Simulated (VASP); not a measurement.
Input of a VASP 6.6.1 run:

Contents of INCAR:

```
SYSTEM = NaW
ALGO = Normal
EDIFF = 1E-6
ENCUT = 520
GGA = PE
ISIF = 2
ISMEAR = 0
LASPH = .True.
LCHARG = .True.
LELF = .True.
LREAL = .False.
LVHAR = .True.
LWAVE = .False.
NBANDS = 29
NELM = 60
PREC = Accurate
SIGMA = 0.1
```

File KPOINTS:

```
k-points
0
Gamma
  6 6 4
  0 0 0
```

Contents of POSCAR:

```
NaW
1.0
    3.2972710300      0.0000000000      0.0000000000
   -1.6486355100      2.8555204700      0.0000000000
    0.0000000000      0.0000000000      6.5049891000
Na W
2 2
Direct
    0.0000000000      0.0000000000      0.0000000000
    0.0000000000      0.0000000000      0.5000000000
    0.3333333300      0.6666666700      0.2500000000
    0.6666666700      0.3333333300      0.7500000000
```

Potentials or basis: VASP PAW PBE potentials, release 64 (Na_pv, W_sv).

Run with:

```bash
$ cat potpaw_PBE.64/Na_pv/POTCAR potpaw_PBE.64/W_sv/POTCAR > POTCAR
$ mpirun -np 1 vasp_std > vasp.out
```

Task: Estimate the band gap on the k mesh.

Result: Zero (bands 21 and 22 overlap by 0.90 eV).

Task: Predict the pressure.

Result: 28.4 GPa.

Stress tensor (GPa, compression positive):
```
19.57  0.00  0.00
 0.00 19.57  0.00
 0.00  0.00 46.20
```

Caveat: the k points lie up to 0.37 Å⁻¹ apart, too coarse for converged energies and pressures of a metal; spin-orbit coupling is left out, which moves the levels of the heavy elements.
